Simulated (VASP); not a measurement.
Set up this calculation in VASP 6.6.1, as the native input.

* Task: single point
* Functional: PBE
* Potentials or basis: VASP PAW PBE potentials, release 64 (W_sv)
* Cutoff: 520 eV
* k mesh: 6 × 5 × 16
* Occupations: gaussian, width 0.1 eV
* Spin: no spin polarisation
* Dipole correction: no
* Further INCAR settings: ALGO = Fast; EDIFF = 1e-06; NBANDS = 51

The structure of W lies in POSCAR:

```
W
1.0
    5.7610694238     -0.0000001447      0.0011837329
   -0.0000002046      8.1473824414      0.0019914123
   -0.9597393565     -1.3573750075      2.1677121123
W
6
Direct
    0.0000000000      0.0000000000      0.0000000000
    0.5000000000      0.0000000000      0.0000000000
    0.3333333333      0.3333333333      0.0000000000
    0.1666666667      0.6666666667      0.0000000000
    0.8333333333      0.3333333333      0.0000000000
    0.6666666667      0.6666666667      0.0000000000
```

These files were run (other wordings do the same):

INCAR

```
SYSTEM = W
ALGO = Fast ; EDIFF = 1E-6
ENCUT = 520 ; GGA = PE
ISIF = 2 ; ISMEAR = 0
LASPH = .TRUE. ; LCHARG = .TRUE.
LELF = .TRUE. ; LREAL = .FALSE.
LVHAR = .TRUE. ; LWAVE = .FALSE.
NBANDS = 51 ; NELM = 100
PREC = Accurate ; SIGMA = 0.1
```

KPOINTS

```
k-points
0
G
  6 5 16
  0 0 0
```

Potentials or basis: VASP PAW PBE potentials, release 64 (W_sv).

Command:

```bash
$ cat potpaw_PBE.64/W_sv/POTCAR > POTCAR
$ mpirun -np 1 vasp_std > vasp.out
```

It gave:

```yaml
Pressure: -12.1 GPa
Band_gap_on_the_k_mesh: zero (bands 42 and 43 overlap by 2.34 eV)
```

Caveat: the stress differs along the axes, from -19 to 0 GPa; spin-orbit coupling is left out, which moves the levels of the heavy elements.

Run time: 32 min on 1 thread of AMD EPYC 9755 128-Core Processor, on a shared host, peak memory 0.81 GiB.
